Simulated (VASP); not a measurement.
# Sr (Fm-3m) in VASP: notebook

Sr is run at these levels: HSE06, PBEsol, r2SCAN; tasks: single point.

Everything below comes from runs of VASP 6.6.1. Logs are shortened: lines on timing, memory, paths and dates and some standing lists are left out, and cuts for length are marked.

## Step 1: The cell of the first run

The structure is cubic, space group Fm-3m (No. 225). Conventional cell: a = 6.204 Å, b = 6.204 Å, c = 6.204 Å, α = 90.00°, β = 90.00°, γ = 90.00°. Sr (site symmetry m-3m) has 12 Sr at 4.39 Å within 5.8 Å.

## Step 2: Single point, HSE06

File POSCAR:

```
Sr
1.0
    0.0000000000      3.1020190703      3.1020190703
    3.1020190703      0.0000000000      3.1020190703
    3.1020190703      3.1020190703      0.0000000000
Sr
1
Direct
    0.0000000000      0.0000000000      0.0000000000
```

File INCAR.step1:

```
ALGO     = Normal         # electronic algorithm
EDIFF    = 1E-5           # SCF threshold, eV
ENCUT    = 520            # plane-wave cutoff, eV
GGA      = PE             # functional
ISIF     = 2              # what is computed and relaxed
ISMEAR   = -1             # smearing method
LASPH    = True           # aspherical terms in the spheres
LREAL    = False          # projectors in reciprocal space
LWAVE    = True           # write WAVECAR
NBANDS   = 11             # bands
NELM     = 100            # most SCF steps
PREC     = Accurate       # precision mode
SIGMA    = 0.05           # smearing width, eV
```

File INCAR.step2:

```
ALGO     = Normal         # electronic algorithm
EDIFF    = 1E-7           # SCF threshold, eV
ENCUT    = 520            # plane-wave cutoff, eV
GGA      = PE             # functional
HFSCREEN = 0.2079         # screening, 1/A
ISIF     = 2              # what is computed and relaxed
ISMEAR   = -1             # smearing method
ISTART   = 1            
LASPH    = True           # aspherical terms in the spheres
LCHARG   = True           # write CHGCAR
LELF     = True           # ELF
LHFCALC  = True           # exact exchange
LREAL    = False          # projectors in reciprocal space
LVHAR    = True         
LWAVE    = False          # write WAVECAR
NBANDS   = 11             # bands
NELM     = 100            # most SCF steps
PREC     = Accurate       # precision mode
PRECFOCK = Normal       
SIGMA    = 0.05           # smearing width, eV
```

File KPOINTS:

```
k-points
0
Gamma
  4 4 4
```

Potentials or basis: VASP PAW PBE potentials, release 64 (Sr_sv).

Started as:

```console
$ cat potpaw_PBE.64/Sr_sv/POTCAR > POTCAR
$ cp INCAR.step1 INCAR
$ mpirun -np 1 vasp_std > vasp.out
$ cp INCAR.step2 INCAR
$ mpirun -np 1 vasp_std > vasp.out
```

OUTCAR:

```text
EDIFF = 1E-7
   ENCUT = 520
   GGA = PE
   HFSCREEN = 0.2079
   ISIF = 2
   ISMEAR = -1
   ISTART = 1
   LASPH = True
   LHFCALC = True
   LREAL = False
   NELM = 100
   PREC = Accurate
   PRECFOCK = Normal

 ion  position               nearest neighbor table
   1  0.000  0.000  0.000-

  LATTYP: Found a face centered cubic cell.
 ALAT       =     6.2040381406

  Lattice vectors:

 A1 = (   0.0000000000,   3.1020190703,   3.1020190703)
 A2 = (   3.1020190703,   0.0000000000,   3.1020190703)
 A3 = (   3.1020190703,   3.1020190703,   0.0000000000)

Analysis of symmetry for initial positions (statically):
=====================================================================
 Subroutine PRICEL returns:
 Original cell was already a primitive cell.

 Routine SETGRP: Setting up the symmetry group for a
 face centered cubic supercell.

 Subroutine GETGRP returns: Found 48 space group operations
 (whereof 48 operations were pure point group operations)
 out of a pool of 48 trial point group operations.

The static configuration has the point symmetry O_h .

Analysis of symmetry for dynamics (positions and initial velocities):
=====================================================================
 Subroutine PRICEL returns:
 Original cell was already a primitive cell.

 Routine SETGRP: Setting up the symmetry group for a
 face centered cubic supercell.

 Subroutine GETGRP returns: Found 48 space group operations
 (whereof 48 operations were pure point group operations)
 out of a pool of 48 trial point group operations.

The dynamic configuration has the point symmetry O_h .

 Subroutine INISYM returns: Found 48 space group operations
 (whereof 48 operations are pure point group operations),
 and found     1 'primitive' translations

----------------------------------------------------------------------------------------

                                     Primitive cell

  volume of cell :      59.6985

  direct lattice vectors                    reciprocal lattice vectors
     0.000000000  3.102019070  3.102019070    -0.161185340  0.161185340  0.161185340
     3.102019070  0.000000000  3.102019070     0.161185340 -0.161185340  0.161185340
     3.102019070  3.102019070  0.000000000     0.161185340  0.161185340 -0.161185340

  length of vectors
     4.386917440  4.386917440  4.386917440     0.279181199  0.279181199  0.279181199

  position of ions in fractional coordinates (direct lattice)
     0.000000000  0.000000000  0.000000000

  ion indices of the primitive-cell ions
   primitive index   ion index
                 1           1

----------------------------------------------------------------------------------------

 KPOINTS: k-points

Automatic generation of k-mesh.
 Grid dimensions read from file:
 generate k-points for:    4    4    4

 Generating k-lattice:

  Cartesian coordinates                     Fractional coordinates (reciprocal lattice)
    -0.040296335  0.040296335  0.040296335     0.250000000  0.000000000  0.000000000
     0.040296335 -0.040296335  0.040296335     0.000000000  0.250000000  0.000000000
     0.040296335  0.040296335 -0.040296335     0.000000000  0.000000000  0.250000000

  Length of vectors
     0.069795300  0.069795300  0.069795300

  Shift w.r.t. Gamma in fractional coordinates (k-lattice)
     0.000000000  0.000000000  0.000000000

 Subroutine IBZKPT returns following result:
 ===========================================

 Found      8 irreducible k-points:

 Following reciprocal coordinates:
            Coordinates               Weight
  0.000000  0.000000  0.000000      1.000000
  0.250000  0.000000  0.000000      8.000000
  0.500000  0.000000  0.000000      4.000000
  0.250000  0.250000  0.000000      6.000000
  0.500000  0.250000  0.000000     24.000000
 -0.250000  0.250000  0.000000     12.000000
  0.500000  0.500000  0.000000      3.000000
 -0.250000  0.500000  0.250000      6.000000
   k-points           NKPTS =      8   k-points in BZ     NKDIM =     64   number of bands    NBANDS=     11
   number of dos      NEDOS =    301   number of ions     NIONS =      1
   total plane-waves  NPLWV =  46656
   dimension x,y,z NGX =    36 NGY =   36 NGZ =   36
   dimension x,y,z NGXF=    72 NGYF=   72 NGZF=   72
   ions per type =               1
   NGX,Y,Z   is equivalent  to a cutoff of  13.64, 13.64, 13.64 a.u.
   NGXF,Y,Z  is equivalent  to a cutoff of  27.29, 27.29, 27.29 a.u.
 SYSTEM =  unknown system
   PREC   = accura    normal or accurate (medium, high low for compatibility)
   ISTART =      1    job   : 0-new  1-cont  2-samecut
   ICHARG =      0    charge: 1-file 2-atom 10-const
   ISPIN  =      1    spin polarized calculation?
   LNONCOLLINEAR =      F non collinear calculations
   LSORBIT =      F    spin-orbit coupling
   LASPH  =      T    aspherical Exc in radial PAW
   ENCUT  =  520.0 eV  38.22 Ry    6.18 a.u.   8.16  8.16  8.16*2*pi/ulx,y,z
   NELM   =    100;   NELMIN=  2; NELMDL=  0     # of ELM steps
   EDIFF  = 0.1E-06   stopping-criterion for ELM
   LREAL  =      F    real-space projection
   EDIFFG = 0.1E-05   stopping-criterion for IOM
   NSW    =      0    number of steps for IOM
   IBRION =     -1    ionic relax: 0-MD 1-quasi-New 2-CG
   NFREE  =      0    steps in history (QN), initial steepest desc. (CG)
   ISIF   =      2    stress and relaxation
   ISYM   =      3    0-nonsym 1-usesym 2-fastsym
   POTIM  = 0.5000    time-step for ionic-motion
   TEBEG  =    0.0;   TEEND  =   0.0 temperature during run
   PSTRESS=    0.0 pullay stress
   NELECT =      10.0000    total number of electrons
   NUPDOWN=      -1.0000    fix difference up-down
   EMIN   =  10.00;   EMAX   =-10.00  energy-range for DOS
   EFERMI =   0.00;   METHOD = LEGACY
   ISMEAR =    -1;   SIGMA  =   0.05  broadening in eV -4-tet -1-fermi 0-gaus
   EFERMI_NEDOS =   21; number of points for ismear=-14 and -15
   IALGO  =     38    algorithm
   IMIX   =      1    mixing-type and parameters
     AMIX     =   0.40;   BMIX     =  1.00
     AMIX_MAG =   1.60;   BMIX_MAG =  1.00
  volume/ion in A,a.u.               =      59.70       402.87
  Fermi-wavevector in a.u.,A,eV,Ry     =   0.902444  1.705372 11.080661  0.814406
  Thomas-Fermi vector in A             =   2.025648
   LORBIT       =      0    0 simple, 1 ext, 2 COOP (PROOUT), +10 PAW based schemes
   GGA     = PE    functional components
   LHFCALC =     T    Hartree Fock is set to
   PRECFOCK=normal    Normal, Fast or Accurate (Low or Medium for compatibility)
   ENCUT4O =  -1.0   cutoff for four orbital integrals eV
   NKREDX  =     1    reduce k-point grid by
   NKREDY  =     1    reduce k-point grid by
   NKREDZ  =     1    reduce k-point grid by
   AEXX    =    0.2500 exact exchange contribution
   HFSCREEN=    0.2079 screening length (either q_TF or 0.3 A-1)
   HFSCREENC=   0.2079 screening length for correlation (either q_TF or 0.3 A-1)
   ENCUTFOCK=  -1.0 apply spherical cutoff to Coloumb kernel
   IVDW    =     0    specifies the selected vdW correction
   LEPSILON=     F    determine dielectric tensor
   LRPA    =     F    only Hartree local field effects (RPA)
 non-spin polarized calculation
  energy-cutoff  :      520.00
  volume of cell :       59.70
 maximum number of plane-waves:      1639
 NGX is ok and might be reduce to    36
  NGX = 28; NGY = 28; NGZ = 28

 number of electron      10.0000000 magnetization

 Free energy of the ion-electron system (eV)
  ---------------------------------------------------
  ext. energy  EPLUGINS =         0.00000000
  ---------------------------------------------------
  free energy    TOTEN  =        -1.67949370 eV

  energy without entropy =       -1.67308154  energy(sigma->0) =       -1.67628762

 E-fermi :   1.5156     XC(G=0):  -6.0233

 val. band max:        1.1569059703   @ k =   0.5000   0.0000   0.0000
 cond. band min:       1.5516056799   @ k =  -0.2500   0.5000   0.2500
 fundamental gap:      0.3946997097
 Fermi energy:         1.5156262931

 k-point     1 :       0.0000    0.0000    0.0000
  band No.  band energies     occupation
      1     -38.4565      2.00000
      2     -19.0549      2.00000
      3     -19.0549      2.00000
      4     -19.0549      2.00000
      5      -2.8351      2.00000
      6       4.1688      0.00000
      7       4.1688      0.00000
      8       4.1688      0.00000
      9       5.6180      0.00000
     10       5.6180      0.00000
     11       8.6564      0.00000

 k-point     2 :       0.2500    0.0000    0.0000
  band No.  band energies     occupation
      1     -38.4515      2.00000
      2     -19.1346      2.00000
      3     -19.0653      2.00000
      4     -19.0653      2.00000
      5      -1.8007      2.00000
      6       2.9417      0.00000
      7       4.3022      0.00000
      8       4.3022      0.00000
      9       5.5519      0.00000
     10       5.5519      0.00000
     11       8.2568      0.00000

 k-point     3 :       0.5000    0.0000    0.0000
  band No.  band energies     occupation
      1     -38.4465      2.00000
      2     -19.2113      2.00000
      3     -19.0759      2.00000
      4     -19.0759      2.00000
      5       0.2335      2.00000
      6       1.1569      1.99847
      7       3.9885      0.00000
      8       3.9885      0.00000
      9       6.6422      0.00000
     10       6.6422      0.00000
     11       7.1468      0.00000

 k-point     4 :       0.2500    0.2500    0.0000
  band No.  band energies     occupation
      1     -38.4499      2.00000
      2     -19.1314      2.00000
      3     -19.0826      2.00000
      4     -19.0826      2.00000
      5      -1.4726      2.00000
      6       2.9176      0.00000
      7       3.8471      0.00000
      8       4.7605      0.00000
      9       4.7605      0.00000
     10       6.0797      0.00000
     11       9.9581      0.00000

 k-point     5 :       0.5000    0.2500    0.0000
  band No.  band energies     occupation
      1     -38.4450      2.00000
      2     -19.1834      2.00000
      3     -19.1157      2.00000
      4     -19.0932      2.00000
      5       0.4432      2.00000
      6       1.8378      0.00318
      7       2.9143      0.00000
      8       4.7232      0.00000
      9       5.7735      0.00000
     10       6.7327      0.00000
     11       6.9943      0.00000

 k-point     6 :      -0.2500    0.2500    0.0000
  band No.  band energies     occupation
      1     -38.4466      2.00000
      2     -19.1674      2.00000
      3     -19.1188      2.00000
      4     -19.0759      2.00000
      5      -0.2812      2.00000
      6       2.4540      0.00000
      7       2.8790      0.00000
      8       4.5784      0.00000
      9       5.4127      0.00000
     10       6.7822      0.00000
     11       7.4652      0.00000

 k-point     7 :       0.5000    0.5000    0.0000
  band No.  band energies     occupation
      1     -38.4434      2.00000
      2     -19.1989      2.00000
      3     -19.1105      2.00000
      4     -19.1105      2.00000
      5       0.7954      2.00000
      6       2.1354      0.00001
      7       2.2664      0.00000
      8       6.6476      0.00000
      9       6.6567      0.00000
     10       6.8659      0.00000
     11       6.9424      0.00000

 k-point     8 :      -0.2500    0.5000    0.2500
  band No.  band energies     occupation
      1     -38.4434      2.00000
      2     -19.1548      2.00000
      3     -19.1548      2.00000
      4     -19.1132      2.00000
      5       1.5516      0.65497
      6       2.1439      0.00001
      7       2.1439      0.00001
      8       3.7229      0.00000
      9       6.9069      0.00000
     10       6.9477      0.00000
     11       7.0543      0.00000

------------------------ aborting loop because EDIFF is reached ----------------------------------------

  FORCE on cell =-STRESS in cart. coord.  units (eV):
  Direction    XX          YY          ZZ          XY          YZ          ZX
  --------------------------------------------------------------------------------------
  -------------------------------------------------------------------------------------
  Total       -0.1360477     -0.1360477     -0.1360477     -0.0000000      0.0000000     -0.0000000
  in kB       -3.6512230     -3.6512230     -3.6512230     -0.0000000      0.0000000     -0.0000000
  external PRESSURE =      -3.6512230 kB  Pullay stress =       0.0000000 kB

 VOLUME and BASIS-vectors are now :
 -----------------------------------------------------------------------------
  energy-cutoff  :      520.00
  volume of cell :       59.70
      direct lattice vectors                 reciprocal lattice vectors
     0.000000000  3.102019070  3.102019070    -0.161185340  0.161185340  0.161185340
     3.102019070  0.000000000  3.102019070     0.161185340 -0.161185340  0.161185340
     3.102019070  3.102019070  0.000000000     0.161185340  0.161185340 -0.161185340

 POSITION                                       TOTAL-FORCE (eV/Angst)
 -----------------------------------------------------------------------------------
      0.00000      0.00000      0.00000         0.000000      0.000000      0.000000
 -----------------------------------------------------------------------------------
    total drift:                                0.000000      0.000000      0.000000

  FREE ENERGIE OF THE ION-ELECTRON SYSTEM (eV)
  ---------------------------------------------------
  free  energy   TOTEN  =        -1.6794936962 eV

  energy  without entropy=       -1.6730815447  energy(sigma->0) =       -1.67628762
```

Run time: 4.9 min. Hardware: 1 thread of Intel Xeon Platinum 8488C (Sapphire Rapids), shared host; peak memory 0.29 GiB.

What came out:

- Free energy: -1.6795 eV
- Pressure: -0.4 GPa
- Band gap on the k mesh: zero (band 5 reaches 1.55 eV, above the bottom of band 6 at 1.16 eV)

Caveat: the k points lie up to 0.44 Å⁻¹ apart; the PAW data sets were made with another functional, which shifts forces and pressure a little.

## Step 3: Single point, PBEsol

This run uses another cell than the first one, of 56.32 Å³/atom, 0.943 times its volume.

File INCAR:

```
SYSTEM = Sr
ALGO = Normal
EDIFF = 1E-6
ENCUT = 520
GGA = PS
ISIF = 2
ISMEAR = -1
LASPH = .TRUE.
LCHARG = .FALSE.
LREAL = .FALSE.
LWAVE = .FALSE.
NBANDS = 11
NELM = 100
PREC = Accurate
SIGMA = 0.05
```

File KPOINTS:

```
k-points
0
G
  6 6 6
  0 0 0
```

File POSCAR:

```
Sr
1.0
    0.0000000000      3.0423500000      3.0423500000
    3.0423500000      0.0000000000      3.0423500000
    3.0423500000      3.0423500000      0.0000000000
Sr
1
Direct
    0.0000000000      0.0000000000      0.0000000000
```

Potentials or basis: VASP PAW PBE potentials, release 64 (Sr_sv).

Started as:

```console
$ cat potpaw_PBE.64/Sr_sv/POTCAR > POTCAR
$ mpirun -np 1 vasp_std > vasp.out
```

It took 6.7 s on 1 thread of Intel Xeon Platinum 8259CL at 2.50GHz (Skylake/Cascade Lake), shared host; peak memory 0.17 GiB.

The run converged. Its results:

```yaml
Free_energy: -1.8124 eV
Pressure: -0.8 GPa
Band_gap_on_the_k_mesh: 0.05 eV, direct
```

Levels at points of the mesh, in eV from the valence-band top:
| k point | band 1 | band 2 | band 3 | band 4 | band 5 | band 6 | band 7 | band 8 | band 9 | band 10 |
| --- | --- | --- | --- | --- | --- | --- | --- | --- | --- | --- |
| (0.00, 0.00, 0.00) | -36.55 | -18.45 | -18.45 | -18.45 | -3.59 | 2.34 | 2.34 | 2.34 | 3.78 | 3.78 |
| (0.50, 0.00, 0.00) | -36.53 | -18.64 | -18.48 | -18.48 | -1.10 | 0.07 | 2.19 | 2.19 | 4.80 | 4.80 |
| (0.50, 0.50, 0.00) | -36.53 | -18.62 | -18.52 | -18.52 | -0.59 | 0.39 | 1.03 | 4.81 | 5.09 | 5.09 |

Caveat: the PAW data sets were made with another functional, which shifts forces and pressure a little.

(Part 1 of 2 ends here.)
